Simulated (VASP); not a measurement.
Set up this calculation in VASP 6.6.1, as the native input.

```
Task                   : single point
Functional             : LDA
Potentials or basis    : VASP PAW LDA potentials, release 64 (Si, O)
Cutoff                 : 520 eV
k mesh                 : 6 × 6 × 10
Occupations            : gaussian, width 0.05 eV
Spin                   : no spin polarisation
Dipole correction      : no
Further INCAR settings : ALGO = Normal; EDIFF = 1e-06; NBANDS = 25
```

The structure of SiO2 lies in POSCAR:

```
SiO2
1.0
    4.0672915061      0.0000000000      0.0000000000
    0.0000000000      4.0672915061      0.0000000000
    0.0000000000      0.0000000000      2.4220720919
Si O
2 4
Direct
    0.5000000000      0.5000000000      0.5000000000
    0.0000000000      0.0000000000      0.0000000000
    0.6944252994      0.6944252994      0.0000000000
    0.1944252994      0.8055747006      0.5000000000
    0.3055747006      0.3055747006      0.0000000000
    0.8055747006      0.1944252994      0.5000000000
```

This cell differs from its parent crystal: volume 6.678 Å^3 an atom, c/a of the conventional cell 0.5955.

One way to write it, as run:

INCAR

```
SYSTEM = SiO2
PREC     = Accurate       ! precision mode
ENCUT    = 520            ! plane-wave cutoff, eV
EDIFF    = 1E-6           ! SCF threshold, eV
ISMEAR   = 0              ! smearing method
SIGMA    = 0.05           ! smearing width, eV
LREAL    = .False.        ! projectors in reciprocal space
LASPH    = .True.         ! aspherical terms in the spheres
NELM     = 100            ! most SCF steps
ALGO     = Normal         ! electronic algorithm
ISIF     = 2              ! what is computed and relaxed
LWAVE    = .False.        ! write WAVECAR
LCHARG   = .True.         ! write CHGCAR
GGA      = CA             ! functional
LELF     = .True.         ! ELF
LVHAR    = .True.       
NBANDS   = 25             ! bands
```

KPOINTS

```
Automatic mesh
0
Gamma
  6 6 10
  0 0 0
```

Potentials or basis: VASP PAW LDA potentials, release 64 (Si, O).

Run with:

```bash
$ cat potpaw_LDA.64/Si/POTCAR potpaw_LDA.64/O/POTCAR > POTCAR
$ mpirun -np 1 vasp_std > vasp.out
```

Results of the run:

* Pressure: 69.0 GPa
* Largest force: 1.177 eV/Å
* Band gap on the k mesh: 8.20 eV, direct

Caveat: forces of over 1 eV/Å act on the atoms, so gaps and moduli don't describe the material at rest.

Wall time 36 s on 1 thread of Intel(R) Xeon(R) Platinum 8375C CPU @ 2.90GHz (Ice Lake) (shared host), peak memory 0.16 GiB.
